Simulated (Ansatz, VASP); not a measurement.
V in VASP and in Ansatz

File INCAR:

```
SYSTEM = V
ALGO     = Normal         ! electronic algorithm
EDIFF    = 1E-6           ! SCF threshold, eV
EDIFFG   = -0.04          ! ionic threshold
ENCUT    = 600            ! plane-wave cutoff, eV
GGA      = PS             ! functional
IBRION   = 2              ! ionic algorithm
ISIF     = 3              ! what is computed and relaxed
ISMEAR   = 0              ! smearing method
LASPH    = .TRUE.         ! aspherical terms in the spheres
LCHARG   = .FALSE.        ! write CHGCAR
LREAL    = .FALSE.        ! projectors in reciprocal space
LWAVE    = .FALSE.        ! write WAVECAR
NELM     = 100            ! most SCF steps
NSW      = 90             ! ionic steps
PREC     = Accurate       ! precision mode
SIGMA    = 0.1            ! smearing width, eV
```

KPOINTS

```
k-points
0
G
  8 8 8
  0 0 0
```

The input POSCAR:

```
V
1.0
    2.4398711703      0.0000000000      0.0000000000
    0.0000000000      2.4398711703      0.0000000000
    0.0000000000      0.0000000000      2.4398711703
V
1
Direct
    0.0000000000      0.0000000000      0.0000000000
```

Input for Ansatz:

```yaml
crystal:
  lattice:
    - [2.4398711703, 0.0, 0.0]
    - [0.0, 2.4398711703, 0.0]
    - [0.0, 0.0, 2.4398711703]
  atoms:
    - { symbol: V, position: [0.0, 0.0, 0.0] }
basis:
  ecutwfc: 420
kpoints:
  mp_grid: { grid: [8, 8, 8] }
hamiltonian:
  xc: pbesol
scf:
  occupations: { method: gaussian, width: 0.1 }
  lower_state_search: "off"
output:
  forces: true
  stress: true
  eigenvalues: true
relax:
  adjacent_minimum: "off"
  f_tol: 0.04
  max_steps: 70
  cell: { stress_tol: 0.4 }
```

Alike in both runs: task relaxation of cell and atoms; functional PBEsol; k mesh 8 × 8 × 8; occupations gaussian, width 0.1 eV; no spin polarisation.

|  | VASP | Ansatz |
| --- | --- | --- |
| version | VASP 6.6.1 | Ansatz 0.2.0 |
| potentials or method | VASP PAW PBE potentials, release 64 (V_sv), cutoff 600 eV | scalar-relativistic, plane waves, PAW |
| valence electrons in the cell | 13 | 13 |

|  | VASP | Ansatz | Ansatz less VASP |
| --- | --- | --- | --- |
| gap on the k mesh at the Fermi level, each at its own relaxed structure (eV) | none | none | - |
| relaxed volume (Å³/atom) | 13.93 | 13.90 | -0.039 |
| relaxed length of the cell vector where the two differ most in proportion (Å) | 2.406 | 2.404 | -0.0023 |

VASP's potentials were made for PBE, not for PBEsol. A gap of «none» marks a metal or a gap that the smearing closes.
